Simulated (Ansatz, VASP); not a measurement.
# Al in VASP and in Ansatz

```
Al
1.0
     2.89508    0.00000    0.00000
    -1.44754    2.50722    0.00000
     0.00000    0.00000    4.67105
Al
2
Direct
  0.33333 0.66667 0.25000
  0.66667 0.33333 0.75000
```

Alike in both runs: task single point; functional PBEsol; k mesh 14 × 14 × 8; occupations fermi-dirac, width 0.1 eV; no spin polarisation.

```csv
,VASP,Ansatz
version,VASP 6.6.1,Ansatz 0.2.0
potentials or method,"VASP PAW PBE potentials, release 64 (Al), cutoff 520 eV","plane waves (420 eV) with PAW, scalar-relativistic"
valence electrons in the cell,6,6
```

|  | VASP | Ansatz | Ansatz less VASP |
| --- | --- | --- | --- |
| pressure (GPa) | -2.8 | -2.8 | -0.05 |
| traceless stress, the component that is largest in VASP (GPa) | 1.00 | 1.00 | -0.004 |

VASP's potentials were made for PBE, not for PBEsol, and Ansatz warns of the same on its side.
